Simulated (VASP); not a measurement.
# KCl (I4/mmm) in VASP: further runs

KCl is run at these levels: r2SCAN; tasks: single point.

Everything below comes from runs of VASP 6.6.1. Logs are shortened: lines on timing, memory, paths and dates and some standing lists are left out, and cuts for length are marked.

## Step 1: The cell of the first run

The structure is tetragonal, space group I4/mmm (No. 139). The conventional cell has a = 4.849 Å, b = 4.849 Å, c = 5.349 Å, α = 90.00°, β = 90.00°, γ = 90.00°. Within 3.5 Å of K (site symmetry 4/mmm) lie 6 Cl at 2.67 to 3.43 Å. Within 3.5 Å of Cl (site symmetry 4/mmm) lie 6 K at 2.67 to 3.43 Å.

## Step 2: Single point, r2SCAN

The input, POSCAR:

```
KCl
1.0
    0.0000000000      3.4286189488      2.6743227801
    3.4286189488      0.0000000000      2.6743227801
    3.4286189488      3.4286189488      0.0000000000
K Cl
1 1
Direct
    0.0000000000      0.0000000000      0.0000000000
    0.5000000000      0.5000000000      0.5000000000
```

The input, INCAR.step1:

```
  PREC = Accurate
  ENCUT = 520
  ISMEAR = 0
  SIGMA = 0.05
  LREAL = F
  LASPH = T
  NELM = 100
  NBANDS = 15
  GGA = PE
  ALGO = Normal
  EDIFF = 1E-4
  LWAVE = T
  LCHARG = F
```

The input, INCAR.step2:

```
  PREC = Accurate
  ENCUT = 520
  EDIFF = 1E-7
  ISMEAR = 0
  SIGMA = 0.05
  LREAL = F
  LASPH = T
  NELM = 100
  ALGO = Normal
  ISIF = 2
  LWAVE = F
  LCHARG = F
  METAGGA = R2SCAN
  LMIXTAU = T
  NBANDS = 15
  ISTART = 1
```

The input, KPOINTS:

```
regular mesh
0
Gamma
  8 8 8
```

Potentials or basis: VASP PAW PBE potentials, release 64 (K_sv, Cl).

The run is started by

```
> cat potpaw_PBE.64/K_sv/POTCAR potpaw_PBE.64/Cl/POTCAR > POTCAR
> cp INCAR.step1 INCAR
> mpirun -np 1 vasp_std > vasp.out
> cp INCAR.step2 INCAR
> mpirun -np 1 vasp_std > vasp.out
```

OUTCAR:

```text
PREC = Accurate
   ENCUT = 520
   EDIFF = 1E-7
   ISMEAR = 0
   LREAL = F
   LASPH = T
   NELM = 100
   ISIF = 2
   METAGGA = R2SCAN
   ISTART = 1

 ion  position               nearest neighbor table
   1  0.000  0.000  0.000-   2 2.67   2 2.67
   2  0.500  0.500  0.500-   1 2.67   1 2.67

  LATTYP: Found a body centered tetragonal cell.
 ALAT       =     4.8487994176
 C/A-ratio  =     1.1030865787

  Lattice vectors:

 A1 = (   0.0000000000,  -3.4286189488,  -2.6743227801)
 A2 = (   0.0000000000,   3.4286189488,  -2.6743227801)
 A3 = (   3.4286189488,   0.0000000000,   2.6743227801)

Analysis of symmetry for initial positions (statically):
=====================================================================
 Subroutine PRICEL returns:
 Original cell was already a primitive cell.

 Routine SETGRP: Setting up the symmetry group for a
 body centered tetragonal supercell.

 Subroutine GETGRP returns: Found 16 space group operations
 (whereof 16 operations were pure point group operations)
 out of a pool of 16 trial point group operations.

The static configuration has the point symmetry D_4h.

Analysis of symmetry for dynamics (positions and initial velocities):
=====================================================================
 Subroutine PRICEL returns:
 Original cell was already a primitive cell.

 Routine SETGRP: Setting up the symmetry group for a
 body centered tetragonal supercell.

 Subroutine GETGRP returns: Found 16 space group operations
 (whereof 16 operations were pure point group operations)
 out of a pool of 16 trial point group operations.

The dynamic configuration has the point symmetry D_4h.

 Subroutine INISYM returns: Found 16 space group operations
 (whereof 16 operations are pure point group operations),
 and found     1 'primitive' translations

----------------------------------------------------------------------------------------

                                     Primitive cell

  volume of cell :      62.8756

  direct lattice vectors                    reciprocal lattice vectors
     0.000000000  3.428618949  2.674322780    -0.145831312  0.145831312  0.186963221
     3.428618949  0.000000000  2.674322780     0.145831312 -0.145831312  0.186963221
     3.428618949  3.428618949  0.000000000     0.145831312  0.145831312 -0.186963221

  length of vectors
     4.348267497  4.348267497  4.848799418     0.278368082  0.278368082  0.278368082

  position of ions in fractional coordinates (direct lattice)
     0.000000000  0.000000000  0.000000000
     0.500000000  0.500000000  0.500000000

  ion indices of the primitive-cell ions
   primitive index   ion index
                 1           1
                 2           2

----------------------------------------------------------------------------------------

 KPOINTS: regular mesh

Automatic generation of k-mesh.
 Grid dimensions read from file:
 generate k-points for:    8    8    8

 Generating k-lattice:

  Cartesian coordinates                     Fractional coordinates (reciprocal lattice)
    -0.018228914  0.018228914  0.023370403     0.125000000 -0.000000000  0.000000000
     0.018228914 -0.018228914  0.023370403    -0.000000000  0.125000000  0.000000000
     0.018228914  0.018228914 -0.023370403     0.000000000  0.000000000  0.125000000

  Length of vectors
     0.034796010  0.034796010  0.034796010

  Shift w.r.t. Gamma in fractional coordinates (k-lattice)
     0.000000000  0.000000000  0.000000000

 Subroutine IBZKPT returns following result:
 ===========================================

 Found     59 irreducible k-points:

 Following reciprocal coordinates:
            Coordinates               Weight
  0.000000  0.000000  0.000000      1.000000
  0.125000  0.000000  0.000000      8.000000
  0.250000  0.000000  0.000000      8.000000
  0.375000  0.000000  0.000000      8.000000
  0.500000  0.000000  0.000000      4.000000
  0.125000  0.125000  0.000000      2.000000
[... 16 lines left out ...]
  0.250000  0.000000  0.125000     16.000000
  0.375000 -0.000000  0.125000     16.000000
 [... further k-points ...]
   k-points           NKPTS =     59   k-points in BZ     NKDIM =     59   number of bands    NBANDS=     15
   number of dos      NEDOS =    301   number of ions     NIONS =      2
   total plane-waves  NPLWV =  36864
   dimension x,y,z NGX =    32 NGY =   32 NGZ =   36
   dimension x,y,z NGXF=    64 NGYF=   64 NGZF=   72
   ions per type =               1   1
   NGX,Y,Z   is equivalent  to a cutoff of  12.23, 12.23, 12.34 a.u.
   NGXF,Y,Z  is equivalent  to a cutoff of  24.47, 24.47, 24.69 a.u.
 SYSTEM =  unknown system
   PREC   = accura    normal or accurate (medium, high low for compatibility)
   ISTART =      1    job   : 0-new  1-cont  2-samecut
   ICHARG =      0    charge: 1-file 2-atom 10-const
   ISPIN  =      1    spin polarized calculation?
   LNONCOLLINEAR =      F non collinear calculations
   LSORBIT =      F    spin-orbit coupling
   LASPH  =      T    aspherical Exc in radial PAW
   ENCUT  =  520.0 eV  38.22 Ry    6.18 a.u.   8.08  8.08  9.02*2*pi/ulx,y,z
   NELM   =    100;   NELMIN=  2; NELMDL=  0     # of ELM steps
   EDIFF  = 0.1E-06   stopping-criterion for ELM
   LREAL  =      F    real-space projection
   EDIFFG = 0.1E-05   stopping-criterion for IOM
   NSW    =      0    number of steps for IOM
   IBRION =     -1    ionic relax: 0-MD 1-quasi-New 2-CG
   NFREE  =      0    steps in history (QN), initial steepest desc. (CG)
   ISIF   =      2    stress and relaxation
   ISYM   =      2    0-nonsym 1-usesym 2-fastsym
   POTIM  = 0.5000    time-step for ionic-motion
   TEBEG  =    0.0;   TEEND  =   0.0 temperature during run
   PSTRESS=    0.0 pullay stress
   NELECT =      16.0000    total number of electrons
   NUPDOWN=      -1.0000    fix difference up-down
   EMIN   =  10.00;   EMAX   =-10.00  energy-range for DOS
   EFERMI =   0.00;   METHOD = LEGACY
   ISMEAR =     0;   SIGMA  =   0.05  broadening in eV -4-tet -1-fermi 0-gaus
   EFERMI_NEDOS =   21; number of points for ismear=-14 and -15
   IALGO  =     38    algorithm
   IMIX   =      4    mixing-type and parameters
     AMIX     =   0.40;   BMIX     =  1.00
     AMIX_MAG =   1.60;   BMIX_MAG =  1.00
  volume/ion in A,a.u.               =      31.44       212.15
  Fermi-wavevector in a.u.,A,eV,Ry     =   1.037419  1.960437 14.643101  1.076238
  Thomas-Fermi vector in A             =   2.171856
   LORBIT       =      0    0 simple, 1 ext, 2 COOP (PROOUT), +10 PAW based schemes
   METAGGA = R2SCAN    functional components
   LHFCALC =     F    Hartree Fock is set to
   AEXX    =    0.0000 exact exchange contribution
   IVDW    =     0    specifies the selected vdW correction
   LEPSILON=     F    determine dielectric tensor
   LRPA    =     F    only Hartree local field effects (RPA)
 non-spin polarized calculation
 Gauss-broadening in eV      SIGMA  =   0.05
  energy-cutoff  :      520.00
  volume of cell :       62.88
 maximum number of plane-waves:      1714
   NGX = 17   NGY = 17   NGZ = 17

 number of electron      16.0000001 magnetization

 Free energy of the ion-electron system (eV)
  ---------------------------------------------------
  ext. energy  EPLUGINS =         0.00000000
  ---------------------------------------------------
  free energy    TOTEN  =       -16.02408440 eV

  energy without entropy =      -16.02408440  energy(sigma->0) =      -16.02408440

 E-fermi :  -1.6083     XC(G=0):  -7.8205

 val. band max:       -1.9282054084   @ k =   0.0000   0.0000   0.0000
 cond. band min:       3.2281808809   @ k =   0.0000   0.0000   0.0000
 fundamental gap:      5.1563862893
 Fermi energy:        -1.6082871698

 k-point     1 :       0.0000    0.0000    0.0000
  band No.  band energies     occupation
      1     -30.4179      2.00000
      2     -15.0293      2.00000
      3     -13.2626      2.00000
      4     -13.1343      2.00000
      5     -13.1343      2.00000
      6      -2.3769      2.00000
      7      -2.3769      2.00000
      8      -1.9282      2.00000
      9       3.2282      0.00000
     10       6.4045      0.00000
     11       6.4045      0.00000
     12       7.0622      0.00000
     13       7.9890      0.00000
     14       9.0467      0.00000
     15      11.4397      0.00000

 k-point     2 :       0.1250    0.0000    0.0000
  band No.  band energies     occupation
      1     -30.4160      2.00000
      2     -15.1170      2.00000
      3     -13.1593      2.00000
      4     -13.1399      2.00000
      5     -13.1112      2.00000
      6      -2.4979      2.00000
      7      -2.4311      2.00000
      8      -2.1088      2.00000
      9       3.5647      0.00000
     10       6.4980      0.00000
     11       6.6502      0.00000
     12       7.2642      0.00000
     13       7.8552      0.00000
     14       9.3964      0.00000
     15      11.9816      0.00000

 k-point     3 :       0.2500    0.0000    0.0000
  band No.  band energies     occupation
      1     -30.4114      2.00000
      2     -15.2935      2.00000
      3     -13.1569      2.00000
      4     -13.1536      2.00000
      5     -12.8395      2.00000
      6      -2.8467      2.00000
      7      -2.5563      2.00000
      8      -2.4272      2.00000
      9       4.3910      0.00000
     10       6.6045      0.00000
     11       7.3162      0.00000
     12       7.8401      0.00000
     13       8.0182      0.00000
     14      10.3007      0.00000
     15      11.3803      0.00000
[... 343 lines left out ...]
 k-point    23 :       0.2500    0.0000    0.1250
  band No.  band energies     occupation
      1     -30.4131      2.00000
      2     -15.1138      2.00000
      3     -13.1918      2.00000
      4     -13.1447      2.00000
      5     -13.0997      2.00000
      6      -2.7714      2.00000
      7      -2.4673      2.00000
      8      -2.1429      2.00000
      9       4.3199      0.00000
     10       6.0891      0.00000
     11       7.2424      0.00000
     12       7.7444      0.00000
     13       8.4531      0.00000
     14       9.5193      0.00000
     15      11.3986      0.00000

 k-point    24 :       0.3750   -0.0000    0.1250
  band No.  band energies     occupation
      1     -30.4084      2.00000
      2     -15.2875      2.00000
      3     -13.1829      2.00000
      4     -13.1572      2.00000
      5     -12.8417      2.00000
      6      -3.0258      2.00000
      7      -2.6237      2.00000
      8      -2.4651      2.00000
      9       5.2008      0.00000
     10       6.3731      0.00000
     11       7.9217      0.00000
     12       8.3247      0.00000
     13       8.8096      0.00000
     14      10.2787      0.00000
     15      10.5294      0.00000

 [... further k-points ...]
[... 5 lines left out ...]
  --------------------------------------------------------------------------------------
  -------------------------------------------------------------------------------------
  Total       -0.7347759     -0.7347759      6.5530365      0.0000000     -0.0000000     -0.0000000
  in kB      -18.7233345    -18.7233345    166.9824803      0.0000000     -0.0000000     -0.0000000
  external PRESSURE =      43.1786038 kB  Pullay stress =       0.0000000 kB

 VOLUME and BASIS-vectors are now :
 -----------------------------------------------------------------------------
  energy-cutoff  :      520.00
  volume of cell :       62.88
      direct lattice vectors                 reciprocal lattice vectors
     0.000000000  3.428618949  2.674322780    -0.145831312  0.145831312  0.186963221
     3.428618949  0.000000000  2.674322780     0.145831312 -0.145831312  0.186963221
     3.428618949  3.428618949  0.000000000     0.145831312  0.145831312 -0.186963221

 POSITION                                       TOTAL-FORCE (eV/Angst)
 -----------------------------------------------------------------------------------
      0.00000      0.00000      0.00000         0.000000      0.000000     -0.000000
      3.42862      3.42862      2.67432        -0.000000      0.000000      0.000000
 -----------------------------------------------------------------------------------
    total drift:                                0.000000     -0.000000      0.000000

  FREE ENERGIE OF THE ION-ELECTRON SYSTEM (eV)
  ---------------------------------------------------
  free  energy   TOTEN  =       -16.0240843954 eV

  energy  without entropy=      -16.0240843954  energy(sigma->0) =      -16.02408440
```

It took 4.5 min on 1 thread of Intel Xeon Platinum 8259CL at 2.50GHz (Skylake/Cascade Lake), shared host; peak memory 0.22 GiB.

What came out:

- Free energy: -16.0241 eV
- Pressure: 4.3 GPa
- Band gap on the k mesh: 5.16 eV, direct

Caveat: the PAW data sets were made with another functional, which shifts forces and pressure a little.

## Step 3: Single point, r2SCAN

This run uses another cell than the first one, of the same volume but with other edges.

The input, POSCAR:

```
KCl
1.0
    0.0000000000      2.8918092183      3.7593519838
    2.8918092183      0.0000000000      3.7593519838
    2.8918092183      2.8918092183      0.0000000000
K Cl
1 1
Direct
    0.0000000000      0.0000000000      0.0000000000
    0.5000000000      0.5000000000      0.5000000000
```

The input, INCAR.step1:

```
PREC = Accurate
ENCUT = 520
ISMEAR = 0
SIGMA = 0.05
LREAL = F
LASPH = T
NELM = 100
NBANDS = 15
GGA = PE
ALGO = Normal
EDIFF = 1E-4
LWAVE = T
LCHARG = F
```

The input, INCAR.step2:

```
PREC = Accurate
ENCUT = 520
EDIFF = 1E-6
ISMEAR = 0
SIGMA = 0.05
LREAL = F
LASPH = T
NELM = 100
ALGO = Normal
ISIF = 2
LWAVE = F
LCHARG = F
METAGGA = R2SCAN
LMIXTAU = T
NBANDS = 15
ISTART = 1
```

The input, KPOINTS:

```
Automatic mesh
0
Gamma
  8 8 8
```

Potentials or basis: VASP PAW PBE potentials, release 64 (K_sv, Cl).

The run is started by

```
> cat potpaw_PBE.64/K_sv/POTCAR potpaw_PBE.64/Cl/POTCAR > POTCAR
> cp INCAR.step1 INCAR
> mpirun -np 1 vasp_std > vasp.out
> cp INCAR.step2 INCAR
> mpirun -np 1 vasp_std > vasp.out
```

Run time: 4.4 min. Hardware: 1 thread of Intel Xeon Platinum 8259CL at 2.50GHz (Skylake/Cascade Lake), shared host; peak memory 0.22 GiB.

It converged, with:

```
Free energy            : -16.2225 eV
Pressure               : 3.2 GPa
Band gap on the k mesh : 5.47 eV, direct
```

Stress tensor (GPa, compression positive):
```
 5.87  0.00  0.00
 0.00  5.87  0.00
 0.00  0.00 -2.16
```

Levels at points of the mesh, in eV from the valence-band top:
```csv
k point,band 6,band 7,band 8,band 9,band 10,band 11
"(0.00, 0.00, 0.00)",-0.24,0.00,0.00,5.47,8.02,9.68
"(0.50, 0.00, 0.00)",-1.23,-0.51,-0.48,7.90,8.84,11.43
"(0.50, 0.50, 0.00)",-0.90,-0.09,-0.09,7.19,9.30,9.38
"(0.50, 0.00, 0.50)",-0.58,-0.38,-0.35,6.99,9.16,10.71
```

Caveat: the PAW data sets were made with another functional, which shifts forces and pressure a little. A k mesh can miss the band edges.

## Step 4: Single point, r2SCAN

This run uses another cell than the first one, of the same volume but with other edges.

The input, POSCAR:

```
KCl
1.0
    0.0000000000      3.2450506472      2.9854465954
    3.2450506472      0.0000000000      2.9854465954
    3.2450506472      3.2450506472      0.0000000000
K Cl
1 1
Direct
    0.0000000000      0.0000000000      0.0000000000
    0.5000000000      0.5000000000      0.5000000000
```

The input, INCAR.step1:

```
PREC = Accurate
ENCUT = 520
ISMEAR = 0
SIGMA = 0.05
LREAL = False
LASPH = True
NELM = 60
NBANDS = 15
GGA = PE
ALGO = Normal
EDIFF = 1E-4
LWAVE = True
LCHARG = False
```

The input, INCAR.step2:

```
PREC = Accurate
ENCUT = 520
EDIFF = 1E-6
ISMEAR = 0
SIGMA = 0.05
LREAL = False
LASPH = True
NELM = 60
ALGO = Normal
ISIF = 2
LWAVE = False
LCHARG = True
METAGGA = R2SCAN
LMIXTAU = True
LELF = True
LVHAR = True
NBANDS = 15
ISTART = 1
```

The input, KPOINTS:

```
regular mesh
0
Gamma
  8 8 8
```

The run is started by

```
> cat potpaw_PBE.64/K_sv/POTCAR potpaw_PBE.64/Cl/POTCAR > POTCAR
> cp INCAR.step1 INCAR
> mpirun -np 1 vasp_std > vasp.out
> cp INCAR.step2 INCAR
> mpirun -np 1 vasp_std > vasp.out
```

It took 4.8 min on 1 thread of Intel Xeon Platinum 8259CL at 2.50GHz (Skylake/Cascade Lake), shared host; peak memory 0.24 GiB.

Results (log left out):

| Quantity | Value |
| --- | --- |
| Free energy | -16.4663 eV |
| Pressure | 0.2 GPa |
| Band gap on the k mesh | 5.71 eV, direct |

Stress tensor (GPa, compression positive):
```
-1.07  0.00  0.00
 0.00 -1.07  0.00
 0.00  0.00  2.84
```

Levels at points of the mesh, in eV from the valence-band top:
```
           k point  band 4  band 5  band 6  band 7  band 8  band 9  band 10  band 11  band 12  band 13
(0.00, 0.00, 0.00)  -11.02  -11.02   -0.07   -0.07    0.00    5.71     8.82     8.82     9.35     9.79
(0.50, 0.00, 0.00)  -11.03  -10.75   -1.09   -0.38   -0.38    8.04     9.13    11.21    11.32    11.75
(0.50, 0.50, 0.00)  -11.09  -11.09   -0.60   -0.35   -0.35    6.88     9.22    10.89    11.20    11.57
(0.50, 0.00, 0.50)  -11.08  -11.06   -0.76   -0.25   -0.22    7.06     9.06    10.40    11.06    11.49
```

Caveat: the PAW data sets were made with another functional, which shifts forces and pressure a little.

[end of part 1 of 2]
